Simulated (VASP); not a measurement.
Set up this calculation in VASP 6.6.1, as the native input.

```yaml
Task: single point
Functional: PBE
Potentials_or_basis: VASP PAW PBE potentials, release 64 (Zn)
Cutoff: 520 eV
k_mesh: 24 × 24 × 10
Occupations: gaussian, width 0.15 eV
Spin: no spin polarisation
Dipole_correction: no
Further_INCAR_settings: ALGO = Fast; EDIFF = 1e-06; NBANDS = 19
```

The structure of Zn lies in POSCAR:

```
Zn
1.0
    2.8779818974      0.0000000000      0.0000000000
   -1.4389909487      2.4924054348      0.0000000000
    0.0000000000      0.0000000000      4.9467000000
Zn
2
Direct
    0.3333333333      0.6666666667      0.2500000000
    0.6666666667      0.3333333333      0.7500000000
```

This cell differs from its parent crystal: strain +0.080 along x and y, +0.000 along z.

The input as run:

INCAR

```
PREC = Accurate
ENCUT = 520
EDIFF = 1E-6
ISMEAR = 0
SIGMA = 0.15
LREAL = False
LASPH = True
NELM = 100
ALGO = Fast
ISIF = 2
LWAVE = False
LCHARG = True
GGA = PE
LELF = True
LVHAR = True
NBANDS = 19
```

KPOINTS

```
regular mesh
0
Gamma
  24 24 10
```

Potentials or basis: VASP PAW PBE potentials, release 64 (Zn).

Command:

```console
$ cat potpaw_PBE.64/Zn/POTCAR > POTCAR
$ mpirun -np 1 vasp_std > vasp.out
```

Results of the run:

```
Pressure               : -7.3 GPa
Band gap on the k mesh : zero (bands 12 and 13 overlap by 3.95 eV)
```

Caveat: the cell differs from its parent crystal (strain +0.080 along x and y, +0.000 along z); the cell stands under tension.

It took 70 s on 1 thread of Intel(R) Xeon(R) 6975P-C (Granite Rapids), with other jobs on the host, peak memory 0.31 GiB.
